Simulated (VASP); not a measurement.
# W3C in VASP: further runs

The runs below take W3C through single point, with PBEsol.

All numbers are computed with VASP 6.6.1; they aren't measurements. Logs are shortened: lines on timing, memory, paths and dates and some standing lists are left out, and cuts for length are marked.

### Step 1. The cell of the first run

The cell holds a slab with vacuum, 4 atoms: a = 2.732 Å, b = 2.732 Å, c = 21.316 Å, α = 90.00°, β = 90.00°, γ = 109.47°.

### Step 2. Single point, PBEsol

Contents of INCAR:

```
  PREC = Accurate
  ENCUT = 520
  EDIFF = 1E-7
  ISMEAR = 0
  SIGMA = 0.1
  LREAL = F
  LASPH = T
  NELM = 80
  ALGO = Normal
  ISIF = 2
  LWAVE = F
  LCHARG = T
  LDIPOL = T
  IDIPOL = 3
  DIPOL = 0.5 0.5 0.349
  GGA = PS
  LELF = T
  LVHAR = T
  LVACPOTAV = T
  NBANDS = 31
```

Contents of KPOINTS:

```
Automatic mesh
0
Gamma
  10 10 1
```

Contents of POSCAR:

```
W3C
1.0
    2.7317561349      0.0000000000      0.0000000000
   -0.9105853783      2.5755243833      0.0000000000
    0.0000000000      0.0000000000     21.3158546942
W C
3 1
Direct
    0.5000000000      0.5000000000      0.1876537468
    0.0000000000      0.0000000000      0.2888907691
    0.5000000000      0.5000000000      0.3901253228
    1.0000000000      1.0000000000      0.5275816924
```

Potentials or basis: VASP PAW PBE potentials, release 64 (W_sv, C).

On the command line:

```console
$ cat potpaw_PBE.64/W_sv/POTCAR potpaw_PBE.64/C/POTCAR > POTCAR
$ mpirun -np 1 vasp_std > vasp.out
```

OUTCAR:

```text
PREC = Accurate
   ENCUT = 520
   EDIFF = 1E-7
   ISMEAR = 0
   LREAL = F
   LASPH = T
   NELM = 80
   ISIF = 2
   GGA = PS

 ion  position               nearest neighbor table
   1  0.500  0.500  0.188-   2 2.67   2 2.67   2 3.10   2 3.10
   2  0.000  0.000  0.289-   3 2.67   3 2.67   1 2.67   1 2.67   3 3.10   3 3.10   1 3.10   1 3.10

   3  0.500  0.500  0.390-   2 2.67   2 2.67   2 3.10   2 3.10
   4  0.000  0.000  0.528-

  LATTYP: Found a base centered orthorhombic cell.
 ALAT       =     3.1543602796
 B/A-ratio  =     1.4142135624
 C/A-ratio  =     6.7575840439

  Lattice vectors:

 A1 = (   2.7317561349,   0.0000000000,   0.0000000000)
 A2 = (  -0.9105853783,   2.5755243833,   0.0000000000)
 A3 = (   0.0000000000,   0.0000000000,  21.3158546942)

Analysis of symmetry for initial positions (statically):
=====================================================================
 Subroutine PRICEL returns:
 Original cell was already a primitive cell.

 Routine SETGRP: Setting up the symmetry group for a
 base centered orthorhombic supercell.

 Subroutine GETGRP returns: Found  4 space group operations
 (whereof  4 operations were pure point group operations)
 out of a pool of  8 trial point group operations.

The static configuration has the point symmetry C_2v.

Analysis of symmetry for dynamics (positions and initial velocities):
=====================================================================
 Subroutine PRICEL returns:
 Original cell was already a primitive cell.

 Routine SETGRP: Setting up the symmetry group for a
 base centered orthorhombic supercell.

 Subroutine GETGRP returns: Found  4 space group operations
 (whereof  4 operations were pure point group operations)
 out of a pool of  8 trial point group operations.

The dynamic configuration has the point symmetry C_2v.

 Subroutine INISYM returns: Found  4 space group operations
 (whereof  4 operations are pure point group operations),
 and found     1 'primitive' translations

----------------------------------------------------------------------------------------

                                     Primitive cell

  volume of cell :     149.9721

  direct lattice vectors                    reciprocal lattice vectors
     2.731756135  0.000000000  0.000000000     0.366064887  0.129423482  0.000000000
    -0.910585378  2.575524383  0.000000000     0.000000000  0.388270446  0.000000000
     0.000000000  0.000000000 21.315854694     0.000000000  0.000000000  0.046913437
[... 93 lines left out ...]
   NFREE  =      0    steps in history (QN), initial steepest desc. (CG)
   ISIF   =      2    stress and relaxation
   ISYM   =      2    0-nonsym 1-usesym 2-fastsym
   POTIM  = 0.5000    time-step for ionic-motion
   TEBEG  =    0.0;   TEEND  =   0.0 temperature during run
   PSTRESS=    0.0 pullay stress
   NELECT =      46.0000    total number of electrons
   NUPDOWN=      -1.0000    fix difference up-down
   EMIN   =  10.00;   EMAX   =-10.00  energy-range for DOS
   EFERMI =   0.00;   METHOD = LEGACY
   ISMEAR =     0;   SIGMA  =   0.10  broadening in eV -4-tet -1-fermi 0-gaus
   EFERMI_NEDOS =   21; number of points for ismear=-14 and -15
   IALGO  =     38    algorithm
   IMIX   =      4    mixing-type and parameters
     AMIX     =   0.40;   BMIX     =  1.00
     AMIX_MAG =   1.60;   BMIX_MAG =  1.00
  volume/ion in A,a.u.               =      37.49       253.02
  Fermi-wavevector in a.u.,A,eV,Ry     =   1.104055  2.086361 16.584647  1.218937
  Thomas-Fermi vector in A             =   2.240522
   LORBIT       =      0    0 simple, 1 ext, 2 COOP (PROOUT), +10 PAW based schemes
   GGA     = PS    functional components
   LHFCALC =     F    Hartree Fock is set to
   AEXX    =    0.0000 exact exchange contribution
   IVDW    =     0    specifies the selected vdW correction
   LEPSILON=     F    determine dielectric tensor
   LRPA    =     F    only Hartree local field effects (RPA)
 non-spin polarized calculation
 Gauss-broadening in eV      SIGMA  =   0.10
  energy-cutoff  :      520.00
  volume of cell :      149.97
 maximum number of plane-waves:      4078
   NGX = 11   NGY = 11   NGZ = 79

 dipolmoment           0.000000      0.000000     -0.129011 electrons x Angstroem

 number of electron      46.0000009 magnetization

 dipolmoment           0.000000      0.000000      0.035142 electrons x Angstroem

 Free energy of the ion-electron system (eV)
  ---------------------------------------------------
  ext. energy  EPLUGINS =         0.00000000
  ---------------------------------------------------
  free energy    TOTEN  =       -41.93083737 eV

  energy without entropy =      -41.90892999  energy(sigma->0) =      -41.91988368

 E-fermi :   0.5322     XC(G=0):  -6.2495

 val. band max:        0.5223293260   @ k =  -0.3000   0.3000   0.0000
 cond. band min:       0.5587604175   @ k =   0.4000   0.2000   0.0000
 fundamental gap:      0.0364310915
 Fermi energy:         0.5321694248

 k-point     1 :       0.0000    0.0000    0.0000
  band No.  band energies     occupation
      1     -73.5914      2.00000
      2     -73.4988      2.00000
      3     -73.3609      2.00000
      4     -38.3590      2.00000
      5     -37.8410      2.00000
      6     -37.5245      2.00000
[... 805 lines left out ...]
     30       4.1977      0.00000
     31       4.4659      0.00000

 [... further k-points ...]

------------------------ aborting loop because EDIFF is reached ----------------------------------------

  FORCE on cell =-STRESS in cart. coord.  units (eV):
  Direction    XX          YY          ZZ          XY          YZ          ZX
  --------------------------------------------------------------------------------------
  -------------------------------------------------------------------------------------
  Total       -6.2237047     -6.4741231     -4.1621709     -0.3541452      0.0000000      0.0000000
  in kB      -66.4889100    -69.1641737    -44.4651893     -3.7833942      0.0000000      0.0000000
  external PRESSURE =     -60.0394243 kB  Pullay stress =       0.0000000 kB

 VOLUME and BASIS-vectors are now :
 -----------------------------------------------------------------------------
  energy-cutoff  :      520.00
  volume of cell :      149.97
      direct lattice vectors                 reciprocal lattice vectors
     2.731756135  0.000000000  0.000000000     0.366064887  0.129423482  0.000000000
    -0.910585378  2.575524383  0.000000000     0.000000000  0.388270446  0.000000000
     0.000000000  0.000000000 21.315854694     0.000000000  0.000000000  0.046913437

 POSITION                                       TOTAL-FORCE (eV/Angst)
 -----------------------------------------------------------------------------------
      0.91059      1.28776      4.00000         0.000000      0.000000     -0.016218
      0.00000      0.00000      6.15795         0.000000      0.000000     -0.274575
      0.91059      1.28776      8.31585        -0.000000      0.000000      1.924841
      0.00000      0.00000     11.24585        -0.000000      0.000000     -1.634047
 -----------------------------------------------------------------------------------
    total drift:                                0.000000      0.000000     -0.000077

  FREE ENERGIE OF THE ION-ELECTRON SYSTEM (eV)
  ---------------------------------------------------
  free  energy   TOTEN  =       -41.9308373686 eV

  energy  without entropy=      -41.9089299935  energy(sigma->0) =      -41.91988368

 vacuum level on the upper side and lower side of the slab         6.413         5.510
```

OSZICAR:

```text
N       E                     dE             d eps       ncg     rms          rms(c)
DAV:   1     0.497682784792E+03    0.49768E+03   -0.28377E+04  2266   0.141E+03
DAV:   2    -0.240474953801E+02   -0.52173E+03   -0.50761E+03  2230   0.434E+02
DAV:   3    -0.438549388379E+02   -0.19807E+02   -0.18952E+02  2453   0.847E+01
[... 26 lines left out ...]
DAV:  30    -0.419308347254E+02   -0.13976E-05   -0.30742E-07  1587   0.166E-03    0.912E-04
DAV:  31    -0.419308365844E+02   -0.18591E-05   -0.86061E-08  1335   0.105E-03    0.701E-04
DAV:  32    -0.419308371657E+02   -0.58127E-06   -0.31854E-08  1307   0.724E-04    0.406E-04
DAV:  33    -0.419308373335E+02   -0.16778E-06   -0.16794E-08  1155   0.530E-04    0.115E-04
DAV:  34    -0.419308373686E+02   -0.35147E-07   -0.26298E-09  1059   0.253E-04
   1 F= -.41930837E+02 E0= -.41919884E+02  d E =-.219074E-01
```

Run time: 5.3 min. Hardware: 1 thread of Intel Xeon Platinum 8259CL at 2.50GHz (Skylake/Cascade Lake), shared host; peak memory 0.31 GiB.

What came out:

- Free energy: -41.9308 eV
- Largest force: 1.925 eV/Å
- Band gap on the k mesh: zero (bands 23 and 24 overlap by 1.33 eV)

Forces on the atoms (eV/Å):
```
W    0.000  0.000 -0.016
W    0.000  0.000 -0.275
W    0.000  0.000  1.925
C    0.000  0.000 -1.634
```

Caveat: the PAW data sets were made with another functional, which shifts forces and pressure a little; spin-orbit coupling is left out, which moves the levels of the heavy elements.

### Step 3. Single point, PBEsol

Contents of INCAR:

```
PREC = Accurate
ENCUT = 520
EDIFF = 1E-7
ISMEAR = 0
SIGMA = 0.1
LREAL = F
LASPH = T
NELM = 100
ALGO = Normal
ISIF = 2
LWAVE = F
LCHARG = T
LDIPOL = T
IDIPOL = 3
DIPOL = 0.5 0.5 0.363
GGA = PS
LELF = T
LVHAR = T
LVACPOTAV = T
NBANDS = 31
```

Contents of KPOINTS:

```
regular mesh
0
Gamma
  10 10 1
```

Changes to POSCAR since step 2:

```diff
@@ -11,2 +11,2 @@
     0.5000000000      0.5000000000      0.3901253228
-    1.0000000000      1.0000000000      0.5275816924
+    1.0000000000      1.0000000000      0.5838778164
```

Potentials or basis: VASP PAW PBE potentials, release 64 (W_sv, C).

On the command line:

```console
$ cat potpaw_PBE.64/W_sv/POTCAR potpaw_PBE.64/C/POTCAR > POTCAR
$ mpirun -np 1 vasp_std > vasp.out
```

It took 4.9 min on 1 thread of Intel Xeon Platinum 8259CL at 2.50GHz (Skylake/Cascade Lake), shared host; peak memory 0.31 GiB.

It converged, with:

| Quantity | Value |
| --- | --- |
| Free energy | -40.9863 eV |
| Largest force | 0.286 eV/Å |
| Band gap on the k mesh | zero (bands 23 and 24 overlap by 1.49 eV) |

Forces on the atoms (eV/Å):
```
W    0.000  0.000 -0.066
W    0.000  0.000  0.033
W    0.000  0.000  0.286
C    0.000  0.000 -0.252
```

Levels at points of the mesh, in eV from the Fermi level:
| k point | band 19 | band 20 | band 21 | band 22 | band 23 | band 24 | band 25 | band 26 | band 27 | band 28 |
| --- | --- | --- | --- | --- | --- | --- | --- | --- | --- | --- |
| (0.00, 0.00, 0.00) | -1.70 | -1.32 | -1.28 | -1.00 | -0.61 | -0.30 | 1.04 | 1.86 | 2.10 | 2.10 |
| (0.50, 0.00, 0.00) | -2.70 | -2.23 | -1.51 | 0.01 | 0.58 | 1.54 | 1.55 | 2.26 | 2.29 | 2.62 |
| (0.50, 0.50, 0.00) | -2.91 | -1.84 | -0.04 | 0.42 | 0.74 | 0.79 | 1.19 | 1.64 | 2.42 | 3.34 |

Caveat: the PAW data sets were made with another functional, which shifts forces and pressure a little; spin-orbit coupling is left out, which moves the levels of the heavy elements.

### Step 4. Single point, PBEsol

Contents of INCAR:

```
SYSTEM = W3C
PREC = Accurate ; ENCUT = 520
EDIFF = 1E-7 ; ISMEAR = 0
SIGMA = 0.1 ; LREAL = .False.
LASPH = .True. ; NELM = 100
ALGO = Normal ; ISIF = 2
LWAVE = .False. ; LCHARG = .False.
LDIPOL = .True. ; IDIPOL = 3
DIPOL = 0.5 0.5 0.335 ; GGA = PS
NBANDS = 31
```

Contents of KPOINTS:

```
regular mesh
0
Gamma
  10 10 1
  0 0 0
```

Changes to POSCAR since step 3:

```diff
@@ -11,2 +11,2 @@
     0.5000000000      0.5000000000      0.3901253228
-    1.0000000000      1.0000000000      0.5838778164
+    1.0000000000      1.0000000000      0.4717547027
```

Potentials or basis: VASP PAW PBE potentials, release 64 (W_sv, C).

On the command line:

```console
$ cat potpaw_PBE.64/W_sv/POTCAR potpaw_PBE.64/C/POTCAR > POTCAR
$ mpirun -np 1 vasp_std > vasp.out
```

OUTCAR:

```text
SYSTEM = W3C
   PREC = Accurate
   ENCUT = 520
   EDIFF = 1E-7
   ISMEAR = 0
   LREAL = .False.
   LASPH = .True.
   NELM = 100
   ISIF = 2
   GGA = PS

 ion  position               nearest neighbor table
   1  0.500  0.500  0.188-   2 2.67   2 2.67   2 3.10   2 3.10
   2  0.000  0.000  0.289-   3 2.67   3 2.67   1 2.67   1 2.67   3 3.10   3 3.10   1 3.10   1 3.10

   3  0.500  0.500  0.390-   4 2.35   4 2.35   2 2.67   2 2.67   2 3.10   2 3.10
   4  0.000  0.000  0.472-   3 2.35   3 2.35

[... 1025 lines left out ...]
  -------------------------------------------------------------------------------------
  Total       -3.3936518     -4.3637461     -3.4400672     -1.3719206      0.0000000      0.0000000
  in kB      -36.2549673    -46.6186524    -36.7508306    -14.6564641      0.0000000      0.0000000
  external PRESSURE =     -39.8748168 kB  Pullay stress =       0.0000000 kB

 VOLUME and BASIS-vectors are now :
 -----------------------------------------------------------------------------
  energy-cutoff  :      520.00
  volume of cell :      149.97
      direct lattice vectors                 reciprocal lattice vectors
     2.731756135  0.000000000  0.000000000     0.366064887  0.129423482  0.000000000
    -0.910585378  2.575524383  0.000000000     0.000000000  0.388270446  0.000000000
     0.000000000  0.000000000 21.315854694     0.000000000  0.000000000  0.046913437

 POSITION                                       TOTAL-FORCE (eV/Angst)
 -----------------------------------------------------------------------------------
      0.91059      1.28776      4.00000         0.000000      0.000000     -0.042177
      0.00000      0.00000      6.15795        -0.000000      0.000000     -0.653367
      0.91059      1.28776      8.31585        -0.000000      0.000000      3.568602
      0.00000      0.00000     10.05585        -0.000000      0.000000     -2.873059
 -----------------------------------------------------------------------------------
    total drift:                                0.000000      0.000000     -0.000114

  FREE ENERGIE OF THE ION-ELECTRON SYSTEM (eV)
  ---------------------------------------------------
  free  energy   TOTEN  =       -45.1662447979 eV

  energy  without entropy=      -45.1529988166  energy(sigma->0) =      -45.15962181

 vacuum level on the upper side and lower side of the slab         7.087         5.003
```

stdout:

```text
POSCAR found type information on POSCAR W C
 POSCAR found :  2 types and       4 ions
 scaLAPACK will be used
 -----------------------------------------------------------------------------
|                                                                             |
|                                                                             |
|     You enforced a specific xc type in the INCAR file but a different       |
|     I HOPE YOU KNOW WHAT YOU ARE DOING!                                     |
|                                                                             |
 -----------------------------------------------------------------------------

 LDA part: xc-table for (Slater+PW92), standard interpolation
 POSCAR, INCAR and KPOINTS ok, starting setup
 FFT: planning ... GRIDC
 FFT: planning ... GRID_SOFT
 FFT: planning ... GRID
 WAVECAR not read
 entering main loop
```

Run time: 4.1 min. Hardware: 1 thread of Intel Xeon Platinum 8259CL at 2.50GHz (Skylake/Cascade Lake), shared host; peak memory 0.31 GiB.

What came out:

```yaml
Free_energy: -45.1662 eV
Largest_force: 3.569 eV/Å
Band_gap_on_the_k_mesh: zero (bands 23 and 24 overlap by 1.73 eV)
```

Forces on the atoms (eV/Å):
```
W    0.000  0.000 -0.042
W    0.000  0.000 -0.653
W    0.000  0.000  3.569
C    0.000  0.000 -2.873
```

Caveat: the PAW data sets were made with another functional, which shifts forces and pressure a little; spin-orbit coupling is left out, which moves the levels of the heavy elements.

### Step 5. The runs side by side

```tsv
cell	gap on the mesh (eV)	largest force (eV/Å)
as given, atomic positions A	none	1.92
as given, atomic positions B	none	0.29
as given, atomic positions C	none	3.57
```

Alike in all rows: task single point; level PBEsol; potentials or basis VASP PAW PBE potentials, release 64 (W_sv, C); no spin polarisation; k mesh 10 × 10 × 1; cutoff (eV) 520; smearing gaussian 0.1 eV.

Caveats: the PAW data sets were made with another functional, which shifts forces and pressure a little; spin-orbit coupling is left out, which moves the levels of the heavy elements.

Absolute energies hang on the potentials; compare differences alone.
